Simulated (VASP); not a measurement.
# BaF2 (Fm-3m) in VASP: settings compared, part 2 of 2

VASP 6.6.1. The steps go on from the part before.

## Step 4: Single point, PBE, collinear spin, ferromagnetic start

File INCAR:

```
SYSTEM = BaF2
PREC     = Accurate       ! precision mode
ENCUT    = 600            ! plane-wave cutoff, eV
EDIFF    = 1E-6           ! SCF threshold, eV
ISMEAR   = 0              ! smearing method
SIGMA    = 0.1            ! smearing width, eV
LREAL    = .False.        ! projectors in reciprocal space
LASPH    = .True.         ! aspherical terms in the spheres
NELM     = 200            ! most SCF steps
ALGO     = Normal         ! electronic algorithm
ISIF     = 2              ! what is computed and relaxed
LWAVE    = .False.        ! write WAVECAR
LCHARG   = .False.        ! write CHGCAR
ISPIN    = 2              ! spin polarisation
MAGMOM   = 0.06 0.04 0.04 ! initial moments
LORBIT   = 11             ! projections on sites
GGA      = PE             ! functional
NELECT   = 24.5         
NBANDS   = 23             ! bands
GGA_COMPAT= .False.
```

File KPOINTS:

```
regular mesh
0
Gamma
  4 4 4
  0 0 0
```

File POSCAR:

```
BaF2
1.0
    0.0000000000      3.1128654085      3.1128654085
    3.1128654085      0.0000000000      3.1128654085
    3.1128654085      3.1128654085      0.0000000000
Ba F
1 2
Direct
    0.0000000000      0.0000000000      0.0000000000
    0.2500000000      0.2500000000      0.2500000000
    0.7500000000      0.7500000000      0.7500000000
```

Potentials or basis: VASP PAW PBE potentials, release 64 (Ba_sv, F).

Run with:

```console
$ cat potpaw_PBE.64/Ba_sv/POTCAR potpaw_PBE.64/F/POTCAR > POTCAR
$ mpirun -np 1 vasp_std > vasp.out
```

OUTCAR:

```text
SYSTEM = BaF2
   PREC = Accurate
   ENCUT = 600
   EDIFF = 1E-6
   ISMEAR = 0
   LREAL = .False.
   LASPH = .True.
   NELM = 200
   ISIF = 2
   ISPIN = 2
   LORBIT = 11
   GGA = PE
   NELECT = 24.5

 ion  position               nearest neighbor table
   1  0.000  0.000  0.000-   3 2.70   3 2.70   3 2.70   2 2.70   3 2.70   2 2.70   2 2.70   2 2.70

   2  0.250  0.250  0.250-   1 2.70   1 2.70   1 2.70   1 2.70
   3  0.750  0.750  0.750-   1 2.70   1 2.70   1 2.70   1 2.70

  LATTYP: Found a face centered cubic cell.
 ALAT       =     6.2257308170

  Lattice vectors:

 A1 = (   0.0000000000,   3.1128654085,   3.1128654085)
 A2 = (   3.1128654085,   0.0000000000,   3.1128654085)
 A3 = (   3.1128654085,   3.1128654085,   0.0000000000)

Analysis of symmetry for initial positions (statically):
=====================================================================
 Subroutine PRICEL returns:
 Original cell was already a primitive cell.

 Routine SETGRP: Setting up the symmetry group for a
 face centered cubic supercell.

 Subroutine GETGRP returns: Found 48 space group operations
 (whereof 48 operations were pure point group operations)
 out of a pool of 48 trial point group operations.

The static configuration has the point symmetry O_h .

Analysis of symmetry for dynamics (positions and initial velocities):
=====================================================================
 Subroutine PRICEL returns:
 Original cell was already a primitive cell.

 Routine SETGRP: Setting up the symmetry group for a
 face centered cubic supercell.

 Subroutine GETGRP returns: Found 48 space group operations
 (whereof 48 operations were pure point group operations)
 out of a pool of 48 trial point group operations.

The dynamic configuration has the point symmetry O_h .

Analysis of structural, dynamic, and magnetic symmetry:
[... 137 lines left out ...]
  ---------------------------------------------------
  ext. energy  EPLUGINS =         0.00000000
  ---------------------------------------------------
  free energy    TOTEN  =       -14.69170387 eV

  energy without entropy =      -14.67511658  energy(sigma->0) =      -14.68341023

 E-fermi :   4.6026     XC(G=0):  -9.1138

 val. band max:        4.5933547246   @ k =   0.5000   0.2500   0.0000
 cond. band min:       4.6034376368   @ k =   0.2500   0.2500   0.0000
 fundamental gap:      0.0100829122
 Fermi energy:         4.6026112118

 spin component 1

 k-point     1 :       0.0000    0.0000    0.0000
  band No.  band energies     occupation
      1     -25.5024      1.00000
      2     -21.2783      1.00000
      3     -21.2470      1.00000
      4     -10.3599      1.00000
      5     -10.3599      1.00000
      6     -10.3599      1.00000
[... 197 lines left out ...]
     22      16.3570      0.00000
     23      16.3570      0.00000
 Fermi energy:         4.6026112118

 spin component 2

 k-point     1 :       0.0000    0.0000    0.0000
  band No.  band energies     occupation
      1     -25.4450      1.00000
      2     -21.2269      1.00000
      3     -21.1957      1.00000
      4     -10.2799      1.00000
      5     -10.2799      1.00000
      6     -10.2799      1.00000
[... 197 lines left out ...]
     22      16.4492      0.00000
     23      16.4492      0.00000

------------------------ aborting loop because EDIFF is reached ----------------------------------------

  FORCE on cell =-STRESS in cart. coord.  units (eV):
  Direction    XX          YY          ZZ          XY          YZ          ZX
  --------------------------------------------------------------------------------------
  -------------------------------------------------------------------------------------
  Total        3.8453080      3.8453080      3.8453080     -0.0000000     -0.0000000     -0.0000000
  in kB      102.1246753    102.1246753    102.1246753     -0.0000000     -0.0000000     -0.0000000
  external PRESSURE =     102.1246753 kB  Pullay stress =       0.0000000 kB

 VOLUME and BASIS-vectors are now :
 -----------------------------------------------------------------------------
  energy-cutoff  :      600.00
  volume of cell :       60.33
      direct lattice vectors                 reciprocal lattice vectors
     0.000000000  3.112865408  3.112865408    -0.160623713  0.160623713  0.160623713
     3.112865408  0.000000000  3.112865408     0.160623713 -0.160623713  0.160623713
     3.112865408  3.112865408  0.000000000     0.160623713  0.160623713 -0.160623713

 POSITION                                       TOTAL-FORCE (eV/Angst)
 -----------------------------------------------------------------------------------
      0.00000      0.00000      0.00000         0.000000     -0.000000      0.000000
      1.55643      1.55643      1.55643        -0.000000     -0.000000     -0.000000
      4.66930      4.66930      4.66930         0.000000      0.000000      0.000000
 -----------------------------------------------------------------------------------
    total drift:                                0.000000      0.000000      0.000000

  FREE ENERGIE OF THE ION-ELECTRON SYSTEM (eV)
  ---------------------------------------------------
  free  energy   TOTEN  =       -14.6917038668 eV

  energy  without entropy=      -14.6751165835  energy(sigma->0) =      -14.68341023

 total charge

# of ion       s       p       d       tot
------------------------------------------
    1        2.010   5.648   0.320   7.977
    2        1.734   4.374   0.000   6.108
    3        1.734   4.374   0.000   6.108
--------------------------------------------------
tot          5.477  14.396   0.320  20.193

 magnetization (x)

# of ion       s       p       d       tot
------------------------------------------
    1        0.007   0.002   0.093   0.102
    2        0.002   0.023   0.000   0.025
    3        0.002   0.023   0.000   0.025
--------------------------------------------------
tot          0.012   0.047   0.093   0.152
```

OSZICAR:

```text
N       E                     dE             d eps       ncg     rms          rms(c)
DAV:   1     0.147471095625E+03    0.14747E+03   -0.14107E+04   736   0.111E+03
DAV:   2    -0.916037632588E+01   -0.15663E+03   -0.14818E+03   912   0.242E+02
DAV:   3    -0.165232090837E+02   -0.73628E+01   -0.73109E+01   962   0.494E+01
DAV:   4    -0.166344090738E+02   -0.11120E+00   -0.11116E+00   849   0.583E+00
DAV:   5    -0.166364927372E+02   -0.20837E-02   -0.20836E-02   947   0.683E-01    0.882E+00
DAV:   6    -0.146834792571E+02    0.19530E+01   -0.71302E+00   792   0.184E+01    0.431E+00
DAV:   7    -0.146679146988E+02    0.15565E-01   -0.24890E-01   792   0.328E+00    0.223E+00
DAV:   8    -0.146910853715E+02   -0.23171E-01   -0.94438E-02   764   0.232E+00    0.272E-01
DAV:   9    -0.146914187304E+02   -0.33336E-03   -0.69207E-03   891   0.519E-01    0.971E-02
DAV:  10    -0.146916177230E+02   -0.19899E-03   -0.45026E-04   844   0.134E-01    0.570E-02
DAV:  11    -0.146917139761E+02   -0.96253E-04   -0.13778E-04   862   0.857E-02    0.252E-02
DAV:  12    -0.146917038846E+02    0.10091E-04   -0.15731E-05  1013   0.194E-02    0.895E-03
DAV:  13    -0.146917038668E+02    0.17810E-07   -0.18350E-06   871   0.841E-03
   1 F= -.14691704E+02 E0= -.14683410E+02  d E =-.165873E-01  mag=     0.4685
```

stdout:

```text
POSCAR found type information on POSCAR BaF
 POSCAR found :  2 types and       3 ions
 scaLAPACK will be used
 LDA part: xc-table for (Slater+PW92), standard interpolation
 POSCAR, INCAR and KPOINTS ok, starting setup
 FFT: planning ... GRIDC
 FFT: planning ... GRID_SOFT
 FFT: planning ... GRID
 WAVECAR not read
 entering main loop
 the old and the new charge density differ
 old charge density:    24.00000 new   24.50000
    0.882E+00
```

Wall time 48 s (1 thread of AMD EPYC 7R13 (Zen 3), shared host); peak memory 0.21 GiB.

What came out:

```yaml
Free_energy: -14.6917 eV
Net_moment: 0.47 μB per cell
Site_moments: Ba +0.10; F +0.03 μB
Valence_electrons_inside_the_program's_atomic_spheres: Ba 7.98; F 6.11
```

Caveat: the k points lie up to 0.44 Å⁻¹ apart; the cell carries a net charge on a neutralising background, which shifts energy and pressure; the cell is charged against a uniform background, so pressure and absolute levels hang on convention; spin-orbit coupling is left out, which moves the levels of the heavy elements.

## Step 5: Single point, PBE+D4, collinear spin

File INCAR:

```
  PREC = Accurate
  ENCUT = 600
  EDIFF = 1E-6
  ISMEAR = 0
  SIGMA = 0.1
  LREAL = False
  LASPH = True
  NELM = 200
  ALGO = Normal
  ISIF = 2
  LWAVE = False
  LCHARG = True
  ISPIN = 2
  MAGMOM = 0 1 0
  LORBIT = 11
  GGA = PE
  IVDW = 13
  LELF = True
  LVHAR = True
  NBANDS = 23
  GGA_COMPAT = False
```

File KPOINTS:

```
Automatic mesh
0
Gamma
  4 4 4
```

POSCAR is that of step 4.

Run with:

```console
$ cat potpaw_PBE.64/Ba_sv/POTCAR potpaw_PBE.64/F/POTCAR > POTCAR
$ mpirun -np 1 vasp_std > vasp.out
```

Run time: 52 s. Hardware: 1 thread of AMD EPYC 7R13 (Zen 3), shared host; peak memory 0.21 GiB.

The run converged. Its results:

```
Free energy                                           : -17.4691 eV
Pressure                                              : 0.6 GPa
Band gap on the k mesh                                : 6.71 eV, indirect (least direct gap 6.78 eV)
Net moment                                            : 0.00 μB per cell
Valence electrons inside the program's atomic spheres : Ba 7.87; F 6.09
Dispersion energy per atom                            : -0.116 eV
```

Levels at points of the mesh, in eV from the valence-band top:
Spin up:
| k point | band 10 | band 11 | band 12 | band 13 | band 14 | band 15 |
| --- | --- | --- | --- | --- | --- | --- |
| (0.00, 0.00, 0.00) | -0.07 | -0.07 | -0.07 | 6.71 | 9.14 | 9.14 |
| (0.50, 0.00, 0.00) | -0.35 | -0.17 | -0.17 | 9.03 | 9.13 | 9.13 |
| (0.50, 0.50, 0.00) | -0.34 | -0.34 | -0.11 | 7.22 | 8.94 | 10.59 |
Spin down:
| k point | band 10 | band 11 | band 12 | band 13 | band 14 | band 15 |
| --- | --- | --- | --- | --- | --- | --- |
| (0.00, 0.00, 0.00) | -0.07 | -0.07 | -0.07 | 6.71 | 9.14 | 9.14 |
| (0.50, 0.00, 0.00) | -0.35 | -0.17 | -0.17 | 9.03 | 9.13 | 9.13 |
| (0.50, 0.50, 0.00) | -0.34 | -0.34 | -0.11 | 7.22 | 8.94 | 10.59 |

Caveat: the k points lie up to 0.44 Å⁻¹ apart; spin-orbit coupling is left out, which moves the levels of the heavy elements.
